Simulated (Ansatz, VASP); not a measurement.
One calculation of La2O3, two programs

File INCAR:

```
ALGO = Normal
EDIFF = 1E-6
EDIFFG = -0.005
ENCUT = 600
GGA = PE
IBRION = 2
ISIF = 3
ISMEAR = 0
LASPH = True
LCHARG = False
LREAL = False
LWAVE = False
NELM = 100
NSW = 100
PREC = Accurate
SIGMA = 0.02
```

KPOINTS

```
k-points
0
Gamma
  9 9 4
```

Contents of POSCAR:

```
La2O3
1.0
    3.9307778780      0.0000000000      0.0000000000
   -1.9653889390      3.4041534990      0.0000000000
    0.0000000000      0.0000000000      6.1119535200
La O
2 3
Direct
    0.6666666700      0.3333333300      0.7537643200
    0.3333333300      0.6666666700      0.2462356800
    0.6666666700      0.3333333300      0.3541093500
    0.3333333300      0.6666666700      0.6458906500
    0.0000000000      0.0000000000      0.0000000000
```

Input for Ansatz:

```yaml
crystal:
  lattice:
    - [3.930777878, 0.0, 0.0]
    - [-1.965388939, 3.404153499, 0.0]
    - [0.0, 0.0, 6.11195352]
  atoms:
    - { symbol: La, position: [0.66666667, 0.33333333, 0.75376432] }
    - { symbol: La, position: [0.33333333, 0.66666667, 0.24623568] }
    - { symbol: O, position: [0.66666667, 0.33333333, 0.35410935] }
    - { symbol: O, position: [0.33333333, 0.66666667, 0.64589065] }
    - { symbol: O, position: [0.0, 0.0, 0.0] }
basis:
  ecutwfc: 420
kpoints:
  mp_grid: { grid: [9, 9, 4] }
hamiltonian:
  xc: pbe
scf:
  occupations: { method: gaussian, width: 0.02 }
output:
  forces: true
  stress: true
  eigenvalues: true
relax:
  adjacent_minimum: "off"
  f_tol: 0.005
  max_steps: 80
  cell: { stress_tol: 0.05 }
```

Alike in both runs: task relaxation of cell and atoms; functional PBE; k mesh 9 × 9 × 4; occupations gaussian, width 0.02 eV; no spin polarisation.

|  | VASP | Ansatz |
| --- | --- | --- |
| version | VASP 6.6.1 | Ansatz 0.2.0 |
| potentials or method | VASP PAW PBE potentials, release 64 (La, O), cutoff 600 eV | scalar-relativistic, plane waves, PAW |
| valence electrons in the cell | 40 | 40 |

|  | VASP | Ansatz | Ansatz less VASP |
| --- | --- | --- | --- |
| gap on the k mesh at the Fermi level, each at its own relaxed structure (eV) | 3.88 | 3.86 | -0.016 |
| relaxed volume (Å³/atom) | 16.59 | 16.64 | +0.054 |
| relaxed cell length with the largest relative difference (Å) | 6.179 | 6.187 | +0.0082 |

Spin-orbit coupling is off throughout.
